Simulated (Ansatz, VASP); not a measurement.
## NiSbO4: VASP beside Ansatz

```xyz
6
Lattice="3.4740 0.0000 0.0000 0.0000 3.4740 0.0000 0.0000 0.0000 6.1862" Properties=species:S:1:pos:R:3 pbc="T T T"
Ni    0.0000    0.0000    0.0000
Sb    1.7370    1.7370    3.0931
O     0.0000    0.0000    4.1924
O     0.0000    0.0000    1.9938
O     1.7370    0.0000    0.0000
O     0.0000    1.7370    0.0000
```

Change from the starting cell: species swapped into the AlTlF4 type (P4/mmm, No. 123).

Alike in both runs: functional PBE; k mesh 12 × 12 × 6; occupations gaussian, width 0.1 eV; collinear spin.

Ansatz relaxed the structure, and its values are those at the end. VASP's run is a single point on that final structure, the one shown.

```csv
,VASP,Ansatz
version,VASP 6.6.1,Ansatz 0.2.0
potentials or method,"VASP PAW PBE potentials, release 64 (Ni, Sb, O), cutoff 520 eV","scalar-relativistic, plane waves, PAW"
valence electrons in the cell,39,57
```

|  | VASP | Ansatz | Ansatz less VASP |
| --- | --- | --- | --- |
| gap on the k mesh at the Fermi level (eV) | none | none | - |
| pressure (GPa) | 0.1 | 0.0 | -0.06 |
| rms of the force components (eV/Å) | 0.032 | 0.000 | -0.0314 |
| net moment per atom (μB) | 0.33 | 0.33 | -0.002 |
| size of the moment on the site where the two differ most (μB) | 0.67 | 0.71 | +0.034 |

Site moments also hang on the region over which each program counts them. A gap of «none» marks a metal or a gap that the smearing closes. VASP's potentials hold 39 valence electrons a cell and Ansatz's 57, so a difference there can come from the potentials and not from the codes.

Neither program's run includes spin-orbit coupling.
